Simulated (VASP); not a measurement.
A run of VASP 6.6.1 is set up as follows.

File INCAR:

```
PREC = Accurate ; ENCUT = 520
EDIFF = 1E-7 ; ISMEAR = -1
SIGMA = 0.05 ; LREAL = Auto
LASPH = True ; NELM = 80
ALGO = Normal ; ISIF = 2
LWAVE = False ; LCHARG = False
GGA = PE ; NBANDS = 66
```

KPOINTS

```
regular mesh
0
Gamma
  1 1 1
```

The input POSCAR:

```
H2ClF
1.0
    8.2474740000      0.0000000000      0.0000000000
    0.0000000000      8.2474740000      0.0000000000
    0.0000000000      0.0000000000      8.2474740000
Cl H F
6 12 6
Direct
    0.1095001936      0.3987160190      0.6490835861
    0.7085199662      0.0696455666      0.7384685299
    0.3142295447      0.0902094387      0.2623469925
    0.7567892909      0.8285930941     -0.0034313536
    0.2956784101      0.8793965280      0.6911206995
    0.5162186628      0.3357512858      0.9454046172
   -0.0280813253      0.4156181638      0.6920421938
    0.6724240658      0.2053840970      0.7772076638
    0.3167394041      0.2388367638      0.3296766986
    0.7031971244      0.8316970748     -0.1512826836
    0.3571275278      0.8611485165      0.5402138885
    0.4673915917      0.2412132491      1.0524919509
    0.0011154931      0.1989336371     -0.0362535244
    0.9417065152      0.9817066413      0.3592978893
    0.4131568041      0.5240149893      0.2522590553
    1.0073872315      0.9039858749      0.9298725889
    0.6543700532      0.6122601902      0.3378246479
    0.9040101248      0.7363102933      0.5271189700
   -0.0908156849      0.2641051066     -0.0424008612
    0.9516974531      0.8756014266      0.3333869255
    0.3253359756      0.5634331190      0.3185581428
    1.0584210390      1.0117279545      0.9305273348
    0.6203475149      0.5920236911      0.2232804856
    0.8309574544      0.6824513784      0.6168676615
```

Potentials or basis: VASP PAW PBE potentials, release 64 (Cl, H, F).

Command:

```console
$ cat potpaw_PBE.64/Cl/POTCAR potpaw_PBE.64/H/POTCAR potpaw_PBE.64/F/POTCAR > POTCAR
$ mpirun -np 1 vasp_gam > vasp.out
```

Question: Predict the band gap on the k mesh.

Answer: 4.44 eV.

Question: Estimate the pressure.

Answer: 0.9 GPa.

Question: Predict the largest force.

Answer: 3.731 eV/Å.

Forces in eV/Å, atoms in the order of the input:
```
Cl   3.294 -0.402 -1.125
Cl   0.891 -2.590 -2.413
Cl   0.068  1.384  0.538
Cl   0.126 -0.787  0.280
Cl   0.637 -0.215 -1.608
Cl   0.100  1.577 -0.805
H   -3.197  0.387  1.089
H   -0.834  2.935  0.986
H   -0.126 -1.274 -0.463
H    0.064 -0.189  0.419
H   -0.635  0.134  1.497
H   -0.487 -1.178  1.009
H    0.450 -0.785 -0.113
H   -0.153  2.358  0.548
H   -0.348  0.712  0.342
H    0.078  1.384  0.185
H   -0.633 -0.380 -2.279
H   -1.961 -1.389  2.453
F   -0.787  1.358  0.309
F    0.114 -2.497 -0.259
F    0.289 -0.613 -0.321
F    0.354 -1.653 -0.042
F    0.755  0.168  2.554
F    1.945  1.553 -2.780
```

Caveat: the k points lie up to 0.76 Å⁻¹ apart.
